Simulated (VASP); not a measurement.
# Si2Mo (I4/mmm) in VASP: further runs, part 2 of 2

VASP 6.6.1.

## 3. Single point, PBE (uniaxial strain along c: -1.5 %, then relaxed in part)

The input, INCAR:

```
PREC = Accurate ; ENCUT = 520
EDIFF = 1E-6 ; ISMEAR = 0
SIGMA = 0.1 ; LREAL = F
LASPH = T ; NELM = 80
ALGO = Normal ; ISIF = 2
LWAVE = F ; LCHARG = F
GGA = PE ; NBANDS = 31
```

The input, KPOINTS:

```
regular mesh
0
Gamma
  12 12 6
```

The input, POSCAR:

```
Si2Mo
1.0
    3.2255341363      0.0000000000      0.0000000000
    0.0000000000      3.2255341363      0.0000000000
    0.0000000000      0.0000000000      7.7549246828
Si Mo
4 2
Direct
    0.0000000000      0.0000000000      0.3349418009
    0.5000000000      0.5000000000      0.1650581991
    0.5000000000      0.5000000000      0.8349418009
    0.0000000000      0.0000000000      0.6650581991
    0.0000000000      0.0000000000      0.0000000000
    0.5000000000      0.5000000000      0.5000000000
```

Potentials or basis: VASP PAW PBE potentials, release 64 (Si, Mo_sv).

Command:

```
> cat potpaw_PBE.64/Si/POTCAR potpaw_PBE.64/Mo_sv/POTCAR > POTCAR
> mpirun -np 1 vasp_std > vasp.out
```

OUTCAR:

```text
PREC = Accurate
   ENCUT = 520
   EDIFF = 1E-6
   ISMEAR = 0
   LREAL = F
   LASPH = T
   NELM = 80
   ISIF = 2
   GGA = PE

 ion  position               nearest neighbor table
   1  0.000  0.000  0.335-   4 2.56   5 2.60   6 2.62   6 2.62   6 2.62   6 2.62   2 2.63   2 2.63
                             2 2.63   2 2.63
   2  0.500  0.500  0.165-   3 2.56   6 2.60   5 2.62   5 2.62   5 2.62   5 2.62   1 2.63   1 2.63
                             1 2.63   1 2.63
   3  0.500  0.500  0.835-   2 2.56   6 2.60   5 2.62   5 2.62   5 2.62   5 2.62   4 2.63   4 2.63
                             4 2.63   4 2.63
   4  0.000  0.000  0.665-   1 2.56   5 2.60   6 2.62   6 2.62   6 2.62   6 2.62   3 2.63   3 2.63
                             3 2.63   3 2.63
   5  0.000  0.000  0.000-   1 2.60   4 2.60   3 2.62   2 2.62   2 2.62   3 2.62   2 2.62   3 2.62
                             2 2.62   3 2.62
   6  0.500  0.500  0.500-   2 2.60   3 2.60   1 2.62   4 2.62   1 2.62   4 2.62   1 2.62   4 2.62
                             1 2.62   4 2.62

  LATTYP: Found a simple tetragonal cell.
 ALAT       =     3.2255341363
 C/A-ratio  =     2.4042296113

  Lattice vectors:

 A1 = (   3.2255341363,   0.0000000000,   0.0000000000)
 A2 = (   0.0000000000,   3.2255341363,   0.0000000000)
[... 206 lines left out ...]
 Fermi energy:        12.1614615631

 k-point     1 :       0.0000    0.0000    0.0000
  band No.  band energies     occupation
      1     -48.5122      2.00000
      2     -48.5115      2.00000
      3     -22.6784      2.00000
      4     -22.6524      2.00000
      5     -22.6020      2.00000
      6     -22.6020      2.00000
[... 805 lines left out ...]
     30      16.4185      0.00000
     31      17.4853      0.00000

 [... further k-points ...]

------------------------ aborting loop because EDIFF is reached ----------------------------------------

  FORCE on cell =-STRESS in cart. coord.  units (eV):
  Direction    XX          YY          ZZ          XY          YZ          ZX
  --------------------------------------------------------------------------------------
  -------------------------------------------------------------------------------------
  Total        0.1033814      0.1033814      3.7680167      0.0000000      0.0000000     -0.0000000
  in kB        2.0529208      2.0529208     74.8242782      0.0000000      0.0000000     -0.0000000
  external PRESSURE =      26.3100399 kB  Pullay stress =       0.0000000 kB

 VOLUME and BASIS-vectors are now :
 -----------------------------------------------------------------------------
  energy-cutoff  :      520.00
  volume of cell :       80.68
      direct lattice vectors                 reciprocal lattice vectors
     3.225534136  0.000000000  0.000000000     0.310026172  0.000000000  0.000000000
     0.000000000  3.225534136  0.000000000     0.000000000  0.310026172  0.000000000
     0.000000000  0.000000000  7.754924683     0.000000000  0.000000000  0.128950317

 POSITION                                       TOTAL-FORCE (eV/Angst)
 -----------------------------------------------------------------------------------
      0.00000      0.00000      2.59745         0.000000     -0.000000     -0.006932
      1.61277      1.61277      1.28001         0.000000     -0.000000      0.006932
      1.61277      1.61277      6.47491        -0.000000     -0.000000     -0.006932
      0.00000      0.00000      5.15748        -0.000000     -0.000000      0.006932
      0.00000      0.00000      0.00000        -0.000000      0.000000      0.000000
      1.61277      1.61277      3.87746         0.000000      0.000000      0.000000
 -----------------------------------------------------------------------------------
    total drift:                                0.000000      0.000000     -0.000000

  FREE ENERGIE OF THE ION-ELECTRON SYSTEM (eV)
  ---------------------------------------------------
  free  energy   TOTEN  =       -46.4955512854 eV

  energy  without entropy=      -46.4929500974  energy(sigma->0) =      -46.49425069
```

OSZICAR:

```text
N       E                     dE             d eps       ncg     rms          rms(c)
DAV:   1     0.315454800307E+03    0.31545E+03   -0.23150E+04  7128   0.136E+03
DAV:   2    -0.358199025734E+02   -0.35127E+03   -0.33907E+03  7928   0.363E+02
DAV:   3    -0.481675586774E+02   -0.12348E+02   -0.12040E+02  9100   0.593E+01
DAV:   4    -0.483222984005E+02   -0.15474E+00   -0.15448E+00  8255   0.628E+00
DAV:   5    -0.483242686145E+02   -0.19702E-02   -0.19697E-02  8974   0.725E-01    0.303E+01
DAV:   6    -0.468011959081E+02    0.15231E+01   -0.10720E+01  8191   0.182E+01    0.642E+00
DAV:   7    -0.465807238876E+02    0.22047E+00   -0.18730E+00  7838   0.733E+00    0.636E+00
DAV:   8    -0.464960945136E+02    0.84629E-01   -0.26597E-01  8203   0.324E+00    0.629E-01
DAV:   9    -0.464957885018E+02    0.30601E-03   -0.92407E-03  8682   0.496E-01    0.386E-01
DAV:  10    -0.464957979518E+02   -0.94499E-05   -0.34195E-03  8163   0.386E-01    0.218E-01
DAV:  11    -0.464955521198E+02    0.24583E-03   -0.12204E-03  8262   0.219E-01    0.373E-02
DAV:  12    -0.464955519687E+02    0.15108E-06   -0.33543E-05  8174   0.319E-02    0.138E-02
DAV:  13    -0.464955512854E+02    0.68329E-06   -0.21928E-06  7100   0.793E-03
   1 F= -.46495551E+02 E0= -.46494251E+02  d E =-.260119E-02
```

It took 82 s on 1 thread of Intel Xeon 6975P-C (Granite Rapids), shared host; peak memory 0.33 GiB.

Results:

```
Free energy            : -46.4956 eV
Pressure               : 2.6 GPa
Largest force          : 0.007 eV/Å
Band gap on the k mesh : zero (bands 22 and 23 overlap by 0.86 eV)
```

Forces on the atoms (eV/Å):
```
Si   0.000  0.000 -0.007
Si   0.000  0.000  0.007
Si   0.000  0.000 -0.007
Si   0.000  0.000  0.007
Mo   0.000  0.000  0.000
Mo   0.000  0.000  0.000
```

Levels at points of the mesh, in eV from the Fermi level:
| k point | band 20 | band 21 | band 22 | band 23 | band 24 | band 25 |
| --- | --- | --- | --- | --- | --- | --- |
| (0.00, 0.00, 0.00) | -0.56 | -0.51 | -0.51 | 0.33 | 0.48 | 3.08 |
| (0.50, 0.00, 0.00) | -2.15 | -0.72 | -0.72 | 1.89 | 1.89 | 3.35 |
| (0.50, 0.50, 0.00) | -2.87 | -1.18 | -1.18 | 2.27 | 2.27 | 2.77 |
| (0.00, 0.00, 0.50) | -1.95 | 0.40 | 0.40 | 1.69 | 1.69 | 1.69 |
| (0.50, 0.00, 0.50) | -2.47 | -0.50 | -0.50 | 2.23 | 2.23 | 3.03 |
| (0.50, 0.50, 0.50) | -1.97 | -1.97 | -1.97 | 0.43 | 0.43 | 2.27 |

Caveat: the cell differs from its parent crystal (uniaxial strain along c: -1.5 %, then relaxed in part).

## 4. Single point, PBE (12.76 Å³/atom)

The input, INCAR:

```
PREC = Accurate
ENCUT = 520
EDIFF = 1E-6
ISMEAR = 0
SIGMA = 0.1
LREAL = F
LASPH = T
NELM = 100
ALGO = Normal
ISIF = 2
LWAVE = F
LCHARG = T
GGA = PE
LELF = T
LVHAR = T
NBANDS = 18
```

The input, KPOINTS:

```
regular mesh
0
Gamma
  18 18 18
```

The input, POSCAR:

```
Si2Mo
1.0
   -1.5731917099      1.5731917099      3.8679142139
    1.5731917099     -1.5731917099      3.8679142139
    1.5731917099      1.5731917099     -3.8679142139
Si Mo
2 1
Direct
    0.3342304913      0.3342304913      0.0000000000
    0.6657695087      0.6657695087      0.0000000000
    0.0000000000      0.0000000000      0.0000000000
```

Command:

```
> cat potpaw_PBE.64/Si/POTCAR potpaw_PBE.64/Mo_sv/POTCAR > POTCAR
> mpirun -np 1 vasp_std > vasp.out
```

Run time: 6.3 min. Hardware: 1 thread of Intel Xeon Platinum 8259CL at 2.50GHz (Skylake/Cascade Lake), shared host; peak memory 0.44 GiB.

The run converged. Its results:

```yaml
Free_energy: -23.1545 eV
Pressure: 14.7 GPa
Largest_force: 0.011 eV/Å
Band_gap_on_the_k_mesh: zero (bands 11 and 12 overlap by 1.00 eV)
```

Forces in eV/Å, atoms in the order of the input:
```
Si   0.000  0.000 -0.011
Si   0.000  0.000  0.011
Mo   0.000  0.000  0.000
```

Stress tensor (GPa, compression positive):
```
14.73  0.00  0.00
 0.00 14.73  0.00
 0.00  0.00 14.63
```

Levels at points of the mesh, in eV from the Fermi level:
```tsv
k point	band 8	band 9	band 10	band 11	band 12	band 13	band 14	band 15
(0.00, 0.00, 0.00)	-3.28	-2.76	-2.76	0.42	2.98	3.45	3.73	3.73
(0.50, 0.00, 0.00)	-4.64	-2.77	-2.69	-0.57	2.45	3.18	4.32	4.43
(0.50, 0.50, 0.00)	-5.21	-4.65	-3.28	-1.18	2.51	2.95	3.26	3.44
(0.50, 0.50, 0.50)	-2.37	-0.63	-0.63	-0.47	-0.47	0.57	4.85	5.73
```

Caveat: the cell stands under pressure.

## 5. Overview

| cell | k mesh | gap on the mesh (eV) | pressure (GPa) | largest force (eV/Å) |
| --- | --- | --- | --- | --- |
| a = 3.241, b = 3.241, c = 7.637 Å, 6 atoms, atomic positions A | 12 × 12 × 6 | none | 4.6 | 0.03 |
| a = 3.226, b = 3.226, c = 7.755 Å, 6 atoms, atomic positions A | 12 × 12 × 6 | none | 2.6 | 0.01 |
| a = 4.462 Å, angles 138.7, 138.7, 59.8°, 3 atoms, atomic positions B | 18 × 18 × 18 | none | 14.7 | 0.01 |

Alike in all rows: task single point; level PBE; potentials or basis VASP PAW PBE potentials, release 64 (Si, Mo_sv); no spin polarisation; cutoff (eV) 520; smearing gaussian 0.1 eV.

Caveats: the cell stands under pressure (at least some runs).

Absolute energies hang on the potentials; compare differences alone.
